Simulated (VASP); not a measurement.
A run of VASP 6.6.1 is set up as follows.

INCAR

```
SYSTEM = GaP
PREC = Accurate
ENCUT = 520
EDIFF = 1E-6
ISMEAR = 0
SIGMA = 0.05
LREAL = .False.
LASPH = .True.
NELM = 150
ALGO = Normal
ISIF = 2
LWAVE = .False.
LCHARG = .True.
ISPIN = 2
MAGMOM = 0.5 0.5
LORBIT = 11
GGA = PS
LELF = .True.
LVHAR = .True.
NBANDS = 20
```

The input KPOINTS:

```
regular mesh
0
Gamma
  1 1 17
  0 0 0
```

Contents of POSCAR:

```
GaP
1.0
   10.0000000000      0.0000000000      0.0000000000
    0.0000000000      9.3000000000      0.0000000000
    0.0000000000      0.0000000000      3.8149671749
Ga P
1 1
Direct
    0.4523129103      0.5000000000      0.0000000000
    0.5476870897      0.5000000000      0.5000000000
```

Potentials or basis: VASP PAW PBE potentials, release 64 (Ga_d, P).

Launch:

```console
$ cat potpaw_PBE.64/Ga_d/POTCAR potpaw_PBE.64/P/POTCAR > POTCAR
$ mpirun -np 1 vasp_std > vasp.out
```

Q: Predict the band gap on the k mesh.

A: 0.38 eV.

Q: What does it give for the largest force?

A: 0.307 eV/Å.

Forces on the atoms (eV/Å):
```
Ga  -0.307  0.000  0.000
P    0.307  0.000  0.000
```

Caveat: semilocal functionals underestimate gaps, and a narrow one can read as zero; the PAW data sets were made with another functional, which shifts forces and pressure a little.
